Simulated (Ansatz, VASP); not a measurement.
**One calculation of SnO2, two programs**

```xyz
6
Lattice="5.0366 0.0000 0.0000 0.0000 4.7607 0.0000 0.0000 0.0000 3.2001" Properties=species:S:1:pos:R:3 pbc="T T T"
Sn    2.5183    2.3803    1.6000
Sn    0.0000    0.0000    0.0000
O     1.5716    1.4401    0.0000
O     4.0900    0.9402    1.6000
O     0.9467    3.8205    1.6000
O     3.4650    3.3206    0.0000
```

Change from the starting cell: uniaxial_x strain +5.8%.

Alike in both runs: task single point; functional PBE; k mesh 6 × 6 × 8; occupations fermi-dirac, width 0.02 eV; no spin polarisation.

```csv
,VASP,Ansatz
version,VASP 6.6.1,Ansatz 0.2.0
potentials or method,"VASP PAW PBE potentials, release 64 (Sn_d, O)","plane waves, PAW"
plane-wave cutoff (eV),520,420
valence electrons in the cell,52,52
```

Ansatz gave:

* pressure (GPa): -1.8
* traceless stress, the component that is largest in VASP (GPa): -3.61
* rms of the force components (eV/Å): 0.035

Estimate VASP's values.

pressure (GPa): -1.2; traceless stress, the component that is largest in VASP (GPa): -3.70; rms of the force components (eV/Å): 0.048.

Atom by atom the forces differ by 0.012 eV/Å (rms over components). With one functional, cell and mesh, what is left measures potentials, basis and numerics.
